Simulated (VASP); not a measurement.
Sb:

```
CELL_PARAMETERS angstrom
0.00000 3.03879 3.03879
3.03879 0.00000 3.03879
3.03879 3.03879 0.00000
ATOMIC_POSITIONS crystal
Sb 0.00000 0.00000 0.00000
```

Base run:

- Program: VASP 6.6.1
- Functional: PBE
- Potentials or basis: VASP PAW PBE potentials, release 64 (Sb)
- Cutoff: 500 eV
- k mesh: 5 × 5 × 5
- Occupations: gaussian, width 0.0403 eV
- Spin: no spin polarisation

Its results: pressure -7.5 GPa.

The run is repeated on the same cell with these changes: occupations from gaussian, width 0.0403 eV to tetrahedron; further incar settings from ALGO = Normal; EDIFF = 1e-06; NBANDS = 8; ISYM = 0 to ALGO = Normal; EDIFF = 1e-06; NBANDS = 8. What comes out?

Pressure -7.1 GPa.
